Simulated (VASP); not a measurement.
# Be (P1) in VASP: a series of runs

Be is run at these levels: LDA; tasks: single point.

All numbers are computed with VASP 6.6.1; they aren't measurements. Logs are shortened: lines on timing, memory, paths and dates and some standing lists are left out, and cuts for length are marked.

### 1 The cell of the first run

The typed cell holds 4 atoms: a = 3.751 Å, b = 3.744 Å, c = 2.259 Å, α = 89.86°, β = 90.35°, γ = 88.21°.

### 2 Single point, LDA

INCAR

```
ALGO     = Normal         # electronic algorithm
EDIFF    = 1E-7           # SCF threshold, eV
ENCUT    = 520            # plane-wave cutoff, eV
ISIF     = 2              # what is computed and relaxed
ISMEAR   = 0              # smearing method
LASPH    = True           # aspherical terms in the spheres
LCHARG   = False          # write CHGCAR
LREAL    = False          # projectors in reciprocal space
LWAVE    = False          # write WAVECAR
NBANDS   = 12             # bands
NELM     = 60             # most SCF steps
PREC     = Accurate       # precision mode
SIGMA    = 0.1            # smearing width, eV
```

KPOINTS

```
k-points
0
Gamma
  4 4 7
```

POSCAR

```
Be
1.0
    3.7507200000      0.0584600000     -0.0113600000
    0.0584600000      3.7433900000      0.0045400000
   -0.0069200000      0.0027600000      2.2590000000
Be
4
Direct
    0.2950100000      0.3054400000      0.9947400000
    0.6954300000      0.7011800000      0.0039500000
    0.1962100000      0.8033200000      0.5064000000
    0.7975200000      0.2111100000      0.5019200000
```

Potentials or basis: VASP PAW LDA potentials, release 64 (Be).

On the command line:

```sh
$ cat potpaw_LDA.64/Be/POTCAR > POTCAR
$ mpirun -np 1 vasp_std > vasp.out
```

OUTCAR:

```text
EDIFF = 1E-7
   ENCUT = 520
   ISIF = 2
   ISMEAR = 0
   LASPH = True
   LREAL = False
   NELM = 60
   PREC = Accurate

 ion  position               nearest neighbor table
   1  0.295  0.305  0.995-   2 2.14   3 2.18   4 2.21   4 2.21   3 2.22   4 2.22   3 2.22   4 2.23
                             3 2.25
   2  0.695  0.701  0.004-   1 2.14   4 2.17   4 2.18   3 2.20   3 2.22   3 2.23   3 2.24   4 2.26
                             4 2.26
   3  0.196  0.803  0.506-   4 2.10   1 2.18   2 2.20   1 2.22   2 2.22   1 2.22   2 2.23   2 2.24
                             1 2.25
   4  0.798  0.211  0.502-   3 2.10   2 2.17   2 2.18   1 2.21   1 2.21   1 2.22   1 2.23   2 2.26
                             2 2.26

  LATTYP: Found a triclinic cell.
 ALAT       =     4.3671125355
 B/A-ratio  =     0.5172782397
 C/A-ratio  =     0.8572825122
 COS(alpha) =     0.0023864391
 COS(beta)  =     0.0280270625
 COS(gamma) =     0.5120624272

  Lattice vectors:

 A1 = (  -3.7438000000,  -0.0612200000,  -2.2476400000)
 A2 = (   0.0069200000,  -0.0027600000,  -2.2590000000)
 A3 = (  -0.0584600000,  -3.7433900000,  -0.0045400000)

Analysis of symmetry for initial positions (statically):
=====================================================================
 Subroutine PRICEL returns:
 Original cell was already a primitive cell.

 Routine SETGRP: Setting up the symmetry group for a
 triclinic supercell.

 Subroutine GETGRP returns: Found  1 space group operations
 (whereof  1 operations were pure point group operations)
 out of a pool of  2 trial point group operations.

The static configuration has the point symmetry C_1 .

Analysis of symmetry for dynamics (positions and initial velocities):
=====================================================================
 Subroutine PRICEL returns:
 Original cell was already a primitive cell.

 Routine SETGRP: Setting up the symmetry group for a
 triclinic supercell.

 Subroutine GETGRP returns: Found  1 space group operations
 (whereof  1 operations were pure point group operations)
 out of a pool of  2 trial point group operations.

The dynamic configuration has the point symmetry C_1 .

 Subroutine INISYM returns: Found  1 space group operations
 (whereof  1 operations are pure point group operations),
 and found     1 'primitive' translations

----------------------------------------------------------------------------------------

                                     Primitive cell

  volume of cell :      31.7092

  direct lattice vectors                    reciprocal lattice vectors
     3.750720000  0.058460000 -0.011360000     0.266682895 -0.004165747  0.000822020
     0.058460000  3.743390000  0.004540000    -0.004165745  0.267203008 -0.000339224
    -0.006920000  0.002760000  2.259000000     0.001349460 -0.000557957  0.442678565

  length of vectors
     3.751192762  3.743849206  2.259012285     0.266716695  0.267235694  0.442680973

  position of ions in fractional coordinates (direct lattice)
     0.295010000  0.305440000  0.994740000
     0.695430000  0.701180000  0.003950000
     0.196210000  0.803320000  0.506400000
     0.797520000  0.211110000  0.501920000

  ion indices of the primitive-cell ions
   primitive index   ion index
                 1           1
                 2           2
                 3           3
                 4           4

----------------------------------------------------------------------------------------

 KPOINTS: k-points

Automatic generation of k-mesh.
 Grid dimensions read from file:
 generate k-points for:    4    4    7

 Generating k-lattice:

  Cartesian coordinates                     Fractional coordinates (reciprocal lattice)
     0.066670724 -0.001041437  0.000205505     0.250000000  0.000000000 -0.000000000
    -0.001041436  0.066800752 -0.000084806     0.000000000  0.250000000  0.000000000
     0.000192780 -0.000079708  0.063239795     0.000000000  0.000000000  0.142857143

  Length of vectors
     0.066679174  0.066808924  0.063240139

  Shift w.r.t. Gamma in fractional coordinates (k-lattice)
     0.000000000  0.000000000  0.000000000

 Subroutine IBZKPT returns following result:
 ===========================================

 Found     58 irreducible k-points:

 Following reciprocal coordinates:
            Coordinates               Weight
  0.000000  0.000000  0.000000      1.000000
  0.250000  0.000000  0.000000      2.000000
  0.500000  0.000000  0.000000      1.000000
 -0.000000  0.250000 -0.000000      2.000000
  0.250000  0.250000  0.000000      2.000000
  0.500000  0.250000 -0.000000      2.000000
[... 16 lines left out ...]
  0.000000 -0.250000  0.142857      2.000000
  0.250000 -0.250000  0.142857      2.000000
 [... further k-points ...]
   k-points           NKPTS =     58   k-points in BZ     NKDIM =     58   number of bands    NBANDS=     12
   number of dos      NEDOS =    301   number of ions     NIONS =      4
   total plane-waves  NPLWV =  14112
   dimension x,y,z NGX =    28 NGY =   28 NGZ =   18
   dimension x,y,z NGXF=    56 NGYF=   56 NGZF=   36
   ions per type =               4
   NGX,Y,Z   is equivalent  to a cutoff of  12.41, 12.43, 13.25 a.u.
   NGXF,Y,Z  is equivalent  to a cutoff of  24.82, 24.87, 26.49 a.u.
 SYSTEM =  unknown system
   PREC   = accura    normal or accurate (medium, high low for compatibility)
   ISTART =      0    job   : 0-new  1-cont  2-samecut
   ICHARG =      2    charge: 1-file 2-atom 10-const
   ISPIN  =      1    spin polarized calculation?
   LNONCOLLINEAR =      F non collinear calculations
   LSORBIT =      F    spin-orbit coupling
   LASPH  =      T    aspherical Exc in radial PAW
   ENCUT  =  520.0 eV  38.22 Ry    6.18 a.u.   6.97  6.96  4.20*2*pi/ulx,y,z
   NELM   =     60;   NELMIN=  2; NELMDL= -5     # of ELM steps
   EDIFF  = 0.1E-06   stopping-criterion for ELM
   LREAL  =      F    real-space projection
   EDIFFG = 0.1E-05   stopping-criterion for IOM
   NSW    =      0    number of steps for IOM
   IBRION =     -1    ionic relax: 0-MD 1-quasi-New 2-CG
   NFREE  =      0    steps in history (QN), initial steepest desc. (CG)
   ISIF   =      2    stress and relaxation
   ISYM   =      2    0-nonsym 1-usesym 2-fastsym
   POTIM  = 0.5000    time-step for ionic-motion
   TEBEG  =    0.0;   TEEND  =   0.0 temperature during run
   PSTRESS=    0.0 pullay stress
   NELECT =       8.0000    total number of electrons
   NUPDOWN=      -1.0000    fix difference up-down
   EMIN   =  10.00;   EMAX   =-10.00  energy-range for DOS
   EFERMI =   0.00;   METHOD = LEGACY
   ISMEAR =     0;   SIGMA  =   0.10  broadening in eV -4-tet -1-fermi 0-gaus
   EFERMI_NEDOS =   21; number of points for ismear=-14 and -15
   IALGO  =     38    algorithm
   IMIX   =      4    mixing-type and parameters
     AMIX     =   0.40;   BMIX     =  1.00
     AMIX_MAG =   1.60;   BMIX_MAG =  1.00
  volume/ion in A,a.u.               =       7.93        53.50
  Fermi-wavevector in a.u.,A,eV,Ry     =   1.034450  1.954828 14.559425  1.070088
  Thomas-Fermi vector in A             =   2.168746
   LORBIT       =      0    0 simple, 1 ext, 2 COOP (PROOUT), +10 PAW based schemes
   GGA     = CA    functional components
   LHFCALC =     F    Hartree Fock is set to
   AEXX    =    0.0000 exact exchange contribution
   IVDW    =     0    specifies the selected vdW correction
   LEPSILON=     F    determine dielectric tensor
   LRPA    =     F    only Hartree local field effects (RPA)
 non-spin polarized calculation
 Gauss-broadening in eV      SIGMA  =   0.10
  energy-cutoff  :      520.00
  volume of cell :       31.71
 maximum number of plane-waves:       868
   NGX = 13   NGY = 13   NGZ =  9

 number of electron       8.0000000 magnetization

 Free energy of the ion-electron system (eV)
  ---------------------------------------------------
  ext. energy  EPLUGINS =         0.00000000
  ---------------------------------------------------
  free energy    TOTEN  =       -16.50452347 eV

  energy without entropy =      -16.49904416  energy(sigma->0) =      -16.50178381

 E-fermi :   6.6665     XC(G=0): -10.6090

 val. band max:        6.6405921436   @ k =   0.0000   0.0000   0.2857
 cond. band min:       6.7229099019   @ k =   0.0000   0.0000   0.4286
 fundamental gap:      0.0823177583
 Fermi energy:         6.6664939648

 k-point     1 :       0.0000    0.0000    0.0000
  band No.  band energies     occupation
      1      -4.4358      2.00000
      2       1.5885      2.00000
      3       2.2251      2.00000
      4       5.5060      2.00000
      5       5.5835      2.00000
      6      11.0054      0.00000
      7      12.0256      0.00000
      8      13.7797      0.00000
      9      16.0829      0.00000
     10      17.2791      0.00000
     11      22.7986      0.00000
     12      22.8299      0.00000

 k-point     2 :       0.2500    0.0000    0.0000
  band No.  band energies     occupation
      1      -3.9529      2.00000
      2      -0.1839      2.00000
      3       2.4370      2.00000
      4       5.2882      2.00000
      5       7.6462      0.00000
      6       9.0531      0.00000
      7      11.6580      0.00000
      8      16.6725      0.00000
      9      17.3462      0.00000
     10      19.4720      0.00000
     11      20.9543      0.00000
     12      22.1343      0.00000
[... 301 lines left out ...]
 k-point    23 :       0.0000   -0.2500    0.1429
  band No.  band energies     occupation
      1      -3.5145      2.00000
      2       0.2980      2.00000
      3       2.9924      2.00000
      4       5.6460      2.00000
      5       8.0392      0.00000
      6       9.2992      0.00000
      7      11.0750      0.00000
      8      13.6764      0.00000
      9      17.1295      0.00000
     10      19.0345      0.00000
     11      21.0894      0.00000
     12      21.5289      0.00000

 k-point    24 :       0.2500   -0.2500    0.1429
  band No.  band energies     occupation
      1      -2.9932      2.00000
      2       0.6134      2.00000
      3       0.8169      2.00000
      4       4.7756      2.00000
      5       9.9399      0.00000
      6      10.8641      0.00000
      7      12.3776      0.00000
      8      13.0255      0.00000
      9      17.3594      0.00000
     10      18.9368      0.00000
     11      19.2372      0.00000
     12      21.4559      0.00000

 [... further k-points ...]

------------------------ aborting loop because EDIFF is reached ----------------------------------------

  FORCE on cell =-STRESS in cart. coord.  units (eV):
  Direction    XX          YY          ZZ          XY          YZ          ZX
  --------------------------------------------------------------------------------------
  -------------------------------------------------------------------------------------
  Total        0.0119142     -0.0347238     -1.7743288     -0.9647659     -0.0676321      0.2525792
  in kB        0.6019935     -1.7544981    -89.6518346    -48.7469024     -3.4172597     12.7621134
  external PRESSURE =     -30.2681131 kB  Pullay stress =       0.0000000 kB

 VOLUME and BASIS-vectors are now :
 -----------------------------------------------------------------------------
  energy-cutoff  :      520.00
  volume of cell :       31.71
      direct lattice vectors                 reciprocal lattice vectors
     3.750720000  0.058460000 -0.011360000     0.266682895 -0.004165747  0.000822020
     0.058460000  3.743390000  0.004540000    -0.004165745  0.267203008 -0.000339224
    -0.006920000  0.002760000  2.259000000     0.001349460 -0.000557957  0.442678565

 POSITION                                       TOTAL-FORCE (eV/Angst)
 -----------------------------------------------------------------------------------
      1.11747      1.16337      2.24515         0.064128     -0.049974      0.135022
      2.64933      2.66546      0.00421         0.000580      0.205069     -0.003885
      0.77939      3.02001      1.14538        -0.104147      0.108380     -0.117924
      3.00014      0.83828      1.12574         0.039440     -0.263474     -0.013213
 -----------------------------------------------------------------------------------
    total drift:                                0.000005     -0.000003     -0.000003

  FREE ENERGIE OF THE ION-ELECTRON SYSTEM (eV)
  ---------------------------------------------------
  free  energy   TOTEN  =       -16.5045234652 eV

  energy  without entropy=      -16.4990441618  energy(sigma->0) =      -16.50178381
```

Run time: 8.4 s. Hardware: 1 thread of AMD EPYC 9R45 (Zen 5), shared host; peak memory 0.1 GiB.

What came out:

- Free energy: -16.5045 eV
- Pressure: -3.0 GPa
- Largest force: 0.267 eV/Å
- Band gap on the k mesh: zero (band 4 reaches 7.38 eV, above the bottom of band 5 at 5.58 eV)

Forces on the atoms (eV/Å):
```
Be   0.064 -0.050  0.135
Be   0.001  0.205 -0.004
Be  -0.104  0.108 -0.118
Be   0.039 -0.263 -0.013
```

Stress tensor (GPa, compression positive):
```
 0.06 -4.87  1.28
-4.87 -0.18 -0.34
 1.28 -0.34 -8.97
```

Caveat: the k points lie up to 0.42 Å⁻¹ apart.

### 3 Single point, LDA

INCAR

```
SYSTEM = Be
PREC     = Accurate       ! precision mode
ENCUT    = 520            ! plane-wave cutoff, eV
EDIFF    = 1E-7           ! SCF threshold, eV
ISMEAR   = 0              ! smearing method
SIGMA    = 0.1            ! smearing width, eV
LREAL    = .FALSE.        ! projectors in reciprocal space
LASPH    = .TRUE.         ! aspherical terms in the spheres
NELM     = 60             ! most SCF steps
ALGO     = Normal         ! electronic algorithm
ISIF     = 2              ! what is computed and relaxed
LWAVE    = .FALSE.        ! write WAVECAR
LCHARG   = .FALSE.        ! write CHGCAR
NBANDS   = 12             ! bands
```

KPOINTS

```
regular mesh
0
G
  4 4 7
  0 0 0
```

POSCAR, as its differences from that of step 2:

```diff
@@ -11,2 +11,2 @@
     0.1962100000      0.8033200000      0.5064000000
-    0.7975200000      0.2111100000      0.5019200000
+    0.7985867316      0.2110933370      0.5019253978
```

Potentials or basis: VASP PAW LDA potentials, release 64 (Be).

On the command line:

```sh
$ cat potpaw_LDA.64/Be/POTCAR > POTCAR
$ mpirun -np 1 vasp_std > vasp.out
```

Run time: 8.6 s. Hardware: 1 thread of AMD EPYC 9R45 (Zen 5), shared host; peak memory 0.1 GiB.

The run converged. Its results:

- Free energy: -16.5046 eV
- Pressure: -3.0 GPa
- Largest force: 0.256 eV/Å
- Band gap on the k mesh: zero (band 4 reaches 7.38 eV, above the bottom of band 5 at 5.58 eV)

Forces on the atoms (eV/Å):
```
Be   0.083 -0.053  0.135
Be   0.003  0.207 -0.004
Be  -0.099  0.101 -0.118
Be   0.013 -0.255 -0.014
```

Stress tensor (GPa, compression positive):
```
 0.18 -4.87  1.28
-4.87 -0.21 -0.34
 1.28 -0.34 -9.03
```

Levels at points of the mesh, in eV from the Fermi level:
```
           k point  band 1  band 2  band 3  band 4  band 5  band 6  band 7  band 8  band 9
(0.00, 0.00, 0.00)  -11.10   -5.08   -4.44   -1.17   -1.08    4.35    5.37    7.11    9.42
(0.50, 0.00, 0.00)   -9.18   -9.17   -2.92   -2.64    1.23    1.75    8.85    8.95   11.71
(0.00, 0.50, 0.00)   -9.22   -9.11   -3.05   -2.57    1.24    1.74    8.81    9.09   11.62
(0.50, 0.50, 0.00)   -7.36   -7.31   -7.08   -7.05    7.70    8.58    8.96    9.53   11.32
```

Caveat: the k points lie up to 0.42 Å⁻¹ apart.

### 4 Single point, LDA

INCAR

```
  PREC = Accurate
  ENCUT = 520
  EDIFF = 1E-6
  ISMEAR = 0
  SIGMA = 0.1
  LREAL = F
  LASPH = T
  NELM = 60
  ALGO = Normal
  ISIF = 2
  LWAVE = F
  LCHARG = F
  GGA = CA
  NBANDS = 12
```

KPOINTS

```
Automatic mesh
0
Gamma
  4 4 7
```

POSCAR, as its differences from that of step 3:

```diff
@@ -11,2 +11,2 @@
     0.1962100000      0.8033200000      0.5064000000
-    0.7985867316      0.2110933370      0.5019253978
+    0.7964532684      0.2111266630      0.5019146022
```

On the command line:

```sh
$ cat potpaw_LDA.64/Be/POTCAR > POTCAR
$ mpirun -np 1 vasp_std > vasp.out
```

Wall time 7.4 s (1 thread of AMD EPYC 9R45 (Zen 5), shared host); peak memory 0.1 GiB.

Results (log left out):

| Property | Result |
| --- | --- |
| Free energy | -16.5043 eV |
| Pressure | -3.0 GPa |
| Largest force | 0.280 eV/Å |
| Band gap on the k mesh | zero (band 4 reaches 7.38 eV, above the bottom of band 5 at 5.59 eV) |

Forces on the atoms (eV/Å):
```
Be   0.045 -0.047  0.135
Be  -0.002  0.203 -0.004
Be  -0.110  0.115 -0.118
Be   0.066 -0.271 -0.013
```

Stress tensor (GPa, compression positive):
```
-0.06 -4.88  1.27
-4.88 -0.14 -0.34
 1.27 -0.34 -8.90
```

Levels at points of the mesh, in eV from the Fermi level:
```csv
k point,band 2,band 3,band 4,band 5,band 6,band 7
"(0.00, 0.00, 0.00)",-5.08,-4.44,-1.15,-1.08,4.33,5.35
"(0.50, 0.00, 0.00)",-9.17,-2.93,-2.63,1.23,1.76,8.85
"(0.00, 0.50, 0.00)",-9.11,-3.04,-2.57,1.23,1.73,8.80
"(0.50, 0.50, 0.00)",-7.31,-7.07,-7.05,7.68,8.59,8.97
```

Caveat: the k points lie up to 0.42 Å⁻¹ apart.
